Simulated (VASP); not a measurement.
Set up this calculation in VASP 6.6.1, as the native input.

* Task: single point
* Functional: revPBE
* Potentials or basis: VASP PAW PBE potentials, release 64 (Ca_sv)
* Cutoff: 520 eV
* k mesh: 11 × 11 × 11
* Occupations: fermi-dirac, width 0.1 eV
* Spin: no spin polarisation
* Dipole correction: no
* Further INCAR settings: ALGO = Normal; EDIFF = 1e-06; NBANDS = 11

The structure of Ca lies in POSCAR:

```
Ca
1.0
   -2.2810715589      2.2810715589      2.2810715589
    2.2810715589     -2.2810715589      2.2810715589
    2.2810715589      2.2810715589     -2.2810715589
Ca
1
Direct
    0.0000000000      0.0000000000      0.0000000000
```

This cell differs from its parent crystal: volume scaled by 1.08.

One way to write it, as run:

INCAR

```
  ALGO = Normal
  EDIFF = 1E-6
  ENCUT = 520
  GGA = RE
  ISIF = 2
  ISMEAR = -1
  LASPH = T
  LCHARG = T
  LELF = T
  LREAL = F
  LVHAR = T
  LWAVE = F
  NBANDS = 11
  NELM = 100
  PREC = Accurate
  SIGMA = 0.1
```

KPOINTS

```
k-points
0
Gamma
  11 11 11
```

Potentials or basis: VASP PAW PBE potentials, release 64 (Ca_sv).

Command:

```console
$ cat potpaw_PBE.64/Ca_sv/POTCAR > POTCAR
$ mpirun -np 1 vasp_std > vasp.out
```

It gave:

```json
{"Pressure": "-1.1 GPa", "Band gap on the k mesh": "zero (band 5 reaches 1.90 eV, above the bottom of band 6 at 1.53 eV)"}
```

Caveat: the PAW data sets were made with another functional, which shifts forces and pressure a little.

It took 41 s on 1 thread of Intel Xeon 8259CL (shared host), peak memory 0.18 GiB.
